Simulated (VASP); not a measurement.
# Cu (Pm-3m) in VASP: a series of runs, part 2 of 2

VASP 6.6.1.

**4. Relaxation of cell and atoms, PBE**

INCAR

```
  PREC = Accurate
  ENCUT = 600
  EDIFF = 1E-7
  ISMEAR = 0
  SIGMA = 0.1
  LREAL = F
  LASPH = T
  NELM = 60
  ALGO = Fast
  ISIF = 3
  LWAVE = F
  LCHARG = F
  GGA = PE
  IBRION = 2
  NSW = 90
  EDIFFG = -0.04
```

KPOINTS

```
Automatic mesh
0
Gamma
  8 8 8
```

POSCAR

```
Cu
1.0
    2.2884509792      0.0000000000      0.0000000000
    0.0000000000      2.2884509792      0.0000000000
    0.0000000000      0.0000000000      2.2884509792
Cu
1
Direct
    0.0000000000      0.0000000000      0.0000000000
```

Potentials or basis: VASP PAW PBE potentials, release 64 (Cu).

Started as:

```
> cat potpaw_PBE.64/Cu/POTCAR > POTCAR
> mpirun -np 1 vasp_std > vasp.out
```

OUTCAR:

```text
PREC = Accurate
   ENCUT = 600
   EDIFF = 1E-7
   ISMEAR = 0
   LREAL = F
   LASPH = T
   NELM = 60
   ISIF = 3
   GGA = PE
   IBRION = 2
   NSW = 90
   EDIFFG = -0.04

 ion  position               nearest neighbor table
   1  0.000  0.000  0.000-

  LATTYP: Found a simple cubic cell.
 ALAT       =     2.2884509792

  Lattice vectors:

 A1 = (   2.2884509792,   0.0000000000,   0.0000000000)
 A2 = (   0.0000000000,   2.2884509792,   0.0000000000)
 A3 = (   0.0000000000,   0.0000000000,   2.2884509792)

Analysis of symmetry for initial positions (statically):
=====================================================================
 Subroutine PRICEL returns:
 Original cell was already a primitive cell.

 Routine SETGRP: Setting up the symmetry group for a
 simple cubic supercell.

 Subroutine GETGRP returns: Found 48 space group operations
 (whereof 48 operations were pure point group operations)
 out of a pool of 48 trial point group operations.

The static configuration has the point symmetry O_h .

Analysis of symmetry for dynamics (positions and initial velocities):
=====================================================================
 Subroutine PRICEL returns:
 Original cell was already a primitive cell.

 Routine SETGRP: Setting up the symmetry group for a
 simple cubic supercell.

 Subroutine GETGRP returns: Found 48 space group operations
 (whereof 48 operations were pure point group operations)
 out of a pool of 48 trial point group operations.

The dynamic configuration has the point symmetry O_h .

 Subroutine INISYM returns: Found 48 space group operations
 (whereof 48 operations are pure point group operations),
 and found     1 'primitive' translations

----------------------------------------------------------------------------------------

                                     Primitive cell

  volume of cell :      11.9846

  direct lattice vectors                    reciprocal lattice vectors
     2.288450979  0.000000000  0.000000000     0.436976806  0.000000000  0.000000000
     0.000000000  2.288450979  0.000000000     0.000000000  0.436976806  0.000000000
     0.000000000  0.000000000  2.288450979     0.000000000  0.000000000  0.436976806

  length of vectors
     2.288450979  2.288450979  2.288450979     0.436976806  0.436976806  0.436976806

  position of ions in fractional coordinates (direct lattice)
     0.000000000  0.000000000  0.000000000

  ion indices of the primitive-cell ions
   primitive index   ion index
                 1           1

----------------------------------------------------------------------------------------

 KPOINTS: Automatic mesh

Automatic generation of k-mesh.
 Grid dimensions read from file:
 generate k-points for:    8    8    8

 Generating k-lattice:

  Cartesian coordinates                     Fractional coordinates (reciprocal lattice)
     0.054622101  0.000000000  0.000000000     0.125000000  0.000000000  0.000000000
[... 44 lines left out ...]
   dimension x,y,z NGX =    18 NGY =   18 NGZ =   18
   dimension x,y,z NGXF=    36 NGYF=   36 NGZF=   36
   ions per type =               1
   NGX,Y,Z   is equivalent  to a cutoff of  13.08, 13.08, 13.08 a.u.
   NGXF,Y,Z  is equivalent  to a cutoff of  26.15, 26.15, 26.15 a.u.
 SYSTEM =  unknown system
   PREC   = accura    normal or accurate (medium, high low for compatibility)
   ISTART =      0    job   : 0-new  1-cont  2-samecut
   ICHARG =      2    charge: 1-file 2-atom 10-const
   ISPIN  =      1    spin polarized calculation?
   LNONCOLLINEAR =      F non collinear calculations
   LSORBIT =      F    spin-orbit coupling
   LASPH  =      T    aspherical Exc in radial PAW
   ENCUT  =  600.0 eV  44.10 Ry    6.64 a.u.   4.57  4.57  4.57*2*pi/ulx,y,z
   NELM   =     60;   NELMIN=  2; NELMDL= -5     # of ELM steps
   EDIFF  = 0.1E-06   stopping-criterion for ELM
   LREAL  =      F    real-space projection
   EDIFFG = -.4E-01   stopping-criterion for IOM
   NSW    =     90    number of steps for IOM
   IBRION =      2    ionic relax: 0-MD 1-quasi-New 2-CG
   NFREE  =      1    steps in history (QN), initial steepest desc. (CG)
   ISIF   =      3    stress and relaxation
   ISYM   =      2    0-nonsym 1-usesym 2-fastsym
   POTIM  = 0.5000    time-step for ionic-motion
   TEBEG  =    0.0;   TEEND  =   0.0 temperature during run
   PSTRESS=    0.0 pullay stress
   NELECT =      11.0000    total number of electrons
   NUPDOWN=      -1.0000    fix difference up-down
   EMIN   =  10.00;   EMAX   =-10.00  energy-range for DOS
   EFERMI =   0.00;   METHOD = LEGACY
   ISMEAR =     0;   SIGMA  =   0.10  broadening in eV -4-tet -1-fermi 0-gaus
   EFERMI_NEDOS =   21; number of points for ismear=-14 and -15
   IALGO  =     68    algorithm
   IMIX   =      4    mixing-type and parameters
     AMIX     =   0.40;   BMIX     =  1.00
     AMIX_MAG =   1.60;   BMIX_MAG =  1.00
  volume/ion in A,a.u.               =      11.98        80.88
  Fermi-wavevector in a.u.,A,eV,Ry     =   1.590978  3.006512 34.439207  2.531210
  Thomas-Fermi vector in A             =   2.689589
   LORBIT       =      0    0 simple, 1 ext, 2 COOP (PROOUT), +10 PAW based schemes
   GGA     = PE    functional components
   LHFCALC =     F    Hartree Fock is set to
   AEXX    =    0.0000 exact exchange contribution
   IVDW    =     0    specifies the selected vdW correction
   LEPSILON=     F    determine dielectric tensor
   LRPA    =     F    only Hartree local field effects (RPA)
 conjugate gradient relaxation of ions
 non-spin polarized calculation
 RMM-DIIS sequential band-by-band and
 Gauss-broadening in eV      SIGMA  =   0.10
  energy-cutoff  :      600.00
  volume of cell :       11.98
 maximum number of plane-waves:       432
   NGX =  9   NGY =  9   NGZ =  9

--------------------------------------- Ionic step        1  -------------------------------------------

 number of electron      10.9999980 magnetization

 Free energy of the ion-electron system (eV)
  ---------------------------------------------------
  ext. energy  EPLUGINS =         0.00000000
  ---------------------------------------------------
  free energy    TOTEN  =        -3.14387626 eV

  energy without entropy =       -3.14006303  energy(sigma->0) =       -3.14196964

------------------------ aborting loop because EDIFF is reached ----------------------------------------

  FORCE on cell =-STRESS in cart. coord.  units (eV):
  Direction    XX          YY          ZZ          XY          YZ          ZX
  --------------------------------------------------------------------------------------
  -------------------------------------------------------------------------------------
  Total        1.7252498      1.7252498      1.7252498     -0.0000000     -0.0000000      0.0000000
  in kB      230.6416514    230.6416514    230.6416514     -0.0000000     -0.0000000      0.0000000
  external PRESSURE =     230.6416514 kB  Pullay stress =       0.0000000 kB
[... 57 lines left out ...]
--------------------------------------- Ionic step        3  -------------------------------------------

 number of electron      11.0000010 magnetization

 Free energy of the ion-electron system (eV)
  ---------------------------------------------------
  ext. energy  EPLUGINS =         0.00000000
  ---------------------------------------------------
  free energy    TOTEN  =        -3.26949644 eV

  energy without entropy =       -3.26643854  energy(sigma->0) =       -3.26796749

 E-fermi :   5.2280     XC(G=0): -11.6689

 val. band max:        5.1228368966   @ k =   0.3750   0.2500   0.1250
 cond. band min:       5.2385699138   @ k =   0.5000   0.1250   0.0000
 fundamental gap:      0.1157330172
 Fermi energy:         5.2279990318

 k-point     1 :       0.0000    0.0000    0.0000
  band No.  band energies     occupation
      1      -2.4485      2.00000
      2       1.7737      2.00000
      3       1.7737      2.00000
      4       4.2259      2.00000
      5       4.2259      2.00000
      6       4.2259      2.00000
      7      22.9648      0.00000
      8      22.9648      0.00000
      9      22.9648      0.00000
[... 265 lines left out ...]
 k-point    24 :       0.5000    0.3750    0.1250
  band No.  band energies     occupation
      1       1.6672      2.00000
      2       2.5515      2.00000
      3       3.2930      2.00000
      4       3.4207      2.00000
      5       4.3315      2.00000
      6       9.2451      0.00000
      7       9.2712      0.00000
      8      16.5284      0.00000
      9      17.4047      0.00000

 [... further k-points ...]

------------------------ aborting loop because EDIFF is reached ----------------------------------------

  FORCE on cell =-STRESS in cart. coord.  units (eV):
  Direction    XX          YY          ZZ          XY          YZ          ZX
  --------------------------------------------------------------------------------------
  -------------------------------------------------------------------------------------
  Total        0.0261942      0.0261942      0.0261942     -0.0000000     -0.0000000      0.0000000
  in kB        2.9926376      2.9926376      2.9926376     -0.0000000     -0.0000000      0.0000000
  external PRESSURE =       2.9926376 kB  Pullay stress =       0.0000000 kB
[... 16 lines left out ...]
  FREE ENERGIE OF THE ION-ELECTRON SYSTEM (eV)
  ---------------------------------------------------
  free  energy   TOTEN  =        -3.2694964414 eV

  energy  without entropy=       -3.2664385387  energy(sigma->0) =       -3.26796749

 reached required accuracy - stopping structural energy minimisation
```

OSZICAR:

```text
N       E                     dE             d eps       ncg     rms          rms(c)
DAV:   1     0.392763126048E+02    0.39276E+02   -0.60511E+03   654   0.224E+03
DAV:   2    -0.345313470257E+01   -0.42729E+02   -0.40807E+02   639   0.207E+02
DAV:   3    -0.390641400895E+01   -0.45328E+00   -0.45197E+00   765   0.321E+01
[... 40 lines left out ...]
RMM:   9    -0.326949918563E+01   -0.15548E-04   -0.18017E-04   640   0.240E-01    0.232E-02
RMM:  10    -0.326949526354E+01    0.39221E-05   -0.53303E-05   657   0.152E-01    0.413E-03
RMM:  11    -0.326949641768E+01   -0.11541E-05   -0.14224E-05   660   0.456E-02    0.290E-03
RMM:  12    -0.326949640938E+01    0.82987E-08   -0.10971E-06   562   0.182E-02    0.108E-03
RMM:  13    -0.326949644140E+01   -0.32023E-07   -0.43017E-07   451   0.727E-03
   3 F= -.32694964E+01 E0= -.32679675E+01  d E =-.125620E+00
```

Wall time 9.7 s (1 thread of AMD EPYC 9R45 (Zen 5), shared host); peak memory 0.09 GiB.

What came out:

```
Free energy                            : -3.2695 eV
Relaxed volume                         : 14.02 Å³/atom
Relaxed cell                           : a = 2.411 Å, b = 2.411 Å, c = 2.411 Å, α = 90.00°, β = 90.00°, γ = 90.00°
Space group after relaxing (to 0.05 Å) : Pm-3m (No. 221)
Energy gained by relaxing              : 125.6 meV/atom
Ionic steps                            : 3
Pressure after relaxing                : 0.3 GPa
```

Step by step:
```
step  energy change (eV)  largest force (eV/Å)  pressure (GPa)  volume (Å³)
   1              0.0000                0.0000           23.06        11.98
   2             -0.0997                0.0000           -6.57        15.23
   3             -0.1256                0.0000            0.30        14.02
```

Final structure:
```
Cu
1.0
     2.41150    0.00000    0.00000
     0.00000    2.41150    0.00000
     0.00000    0.00000    2.41150
Cu
1
Direct
  0.00000 0.00000 0.00000
```

Caveat: the volume moved by over 15 % at a fixed basis, so the end points are rough.

**5. Single point, PBE**

This run uses another cell than the first one, of 13.93 Å³/atom, 1.162 times its volume.

INCAR

```
SYSTEM = Cu
  PREC = Accurate
  ENCUT = 520
  EDIFF = 1E-7
  ISMEAR = 0
  SIGMA = 0.1
  LREAL = .False.
  LASPH = .True.
  NELM = 80
  ALGO = Normal
  ISIF = 2
  LWAVE = .False.
  LCHARG = .False.
  GGA = PE
  NBANDS = 12
```

KPOINTS

```
regular mesh
0
Gamma
  22 22 22
  0 0 0
```

POSCAR

```
Cu
1.0
    2.4060122460      0.0000000000      0.0000000000
    0.0000000000      2.4060122460      0.0000000000
    0.0000000000      0.0000000000      2.4060122460
Cu
1
Direct
    0.0000000000      0.0000000000      0.0000000000
```

Started as:

```
> cat potpaw_PBE.64/Cu/POTCAR > POTCAR
> mpirun -np 1 vasp_std > vasp.out
```

It took 27 s on 1 thread of AMD EPYC 9R45 (Zen 5), shared host; peak memory 0.13 GiB.

The run converged. Its results:

- Free energy: -3.2665 eV
- Pressure: 0.3 GPa

Levels at points of the mesh, in eV from the Fermi level:
```tsv
k point	band 3	band 4	band 5	band 6	band 7	band 8
(0.00, 0.00, 0.00)	-3.76	-1.29	-1.29	-1.29	17.55	17.55
(0.50, 0.00, 0.00)	-2.05	-2.05	-1.27	-1.22	1.99	23.36
(0.50, 0.50, 0.00)	-1.90	-1.90	-0.75	4.30	4.30	8.67
(0.50, 0.50, 0.50)	-3.43	-0.71	-0.71	10.03	10.03	10.03
```

**6. The runs side by side**

| task | cell | k mesh | cutoff (eV) | gap on the mesh (eV) | pressure (GPa) |
| --- | --- | --- | --- | --- | --- |
| single point | a = 2.288 Å, 1 atom | 8 × 8 × 8 | 520 | none | 23.0 |
| single point | a = 2.409 Å, 1 atom | 8 × 8 × 8 | 520 | none | 0.4 |
| relaxation of cell and atoms | relaxed from a = 2.288 Å, 1 atom | 8 × 8 × 8 | 600 | none | 0.3 |
| single point | a = 2.406 Å, 1 atom | 22 × 22 × 22 | 520 | none | 0.3 |

Alike in all rows: level PBE; potentials or basis VASP PAW PBE potentials, release 64 (Cu); no spin polarisation; smearing gaussian 0.1 eV.

Caveats: the volume moved by over 15 % at a fixed basis, so the end points are rough (some runs).

Absolute energies hang on the potentials; compare differences alone.
